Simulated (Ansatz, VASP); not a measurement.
**Two plane-wave programs on HgPtSeF3**

```
Hg Pt Se F
1.0
     0.15632   -4.14363   -0.00275
    -4.14676   -0.00162   -0.01343
     0.33991    0.17890  -14.49894
Hg Pt Se F
2 2 2 6
Cartesian
  -1.7211 -1.8924 -9.4899
  -1.8911 -1.9818 -2.2404
  -3.7121 -3.9607 -9.3758
  -3.8821 -4.0501 -2.1263
  -3.5857 -3.9068 -14.3659
  -3.7557 -3.9962 -7.1164
  -3.6741 -2.1467 -13.8977
  -3.8441 -2.2362 -6.6483
  -1.8261 -3.9292 -13.8899
  -1.9961 -4.0186 -6.6404
  0.4085 -3.9969 -11.3386
  0.2385 -4.0864 -4.0891
```

Alike in both runs: task single point; functional PBE; k mesh 6 × 6 × 2; occupations gaussian, width 0.2 eV; no spin polarisation.

|  | VASP | Ansatz |
| --- | --- | --- |
| version | VASP 6.6.1 | Ansatz 0.2.0 |
| potentials or method | VASP PAW PBE potentials, release 64 (Hg, Pt, Se, F), cutoff 600 eV | scalar-relativistic, plane waves, PAW |
| valence electrons in the cell | 98 | 150 |

```tsv
	VASP	Ansatz	Ansatz less VASP
gap on the k mesh at the Fermi level (eV)	none	none	-
pressure (GPa)	0.1	0.0	-0.17
traceless stress, the component that is largest in VASP (GPa)	0.09	0.01	-0.078
rms of the force components (eV/Å)	0.071	0.007	-0.0637
```

Atom by atom the forces differ by 0.075 eV/Å (rms over components). A gap of «none» marks a metal or a gap that the smearing closes. The functional is the same, so the differences come from potentials, cutoffs and numerics. VASP's potentials hold 98 valence electrons a cell and Ansatz's 150, so a difference there can come from the potentials and not from the codes.

Neither program's run includes spin-orbit coupling.
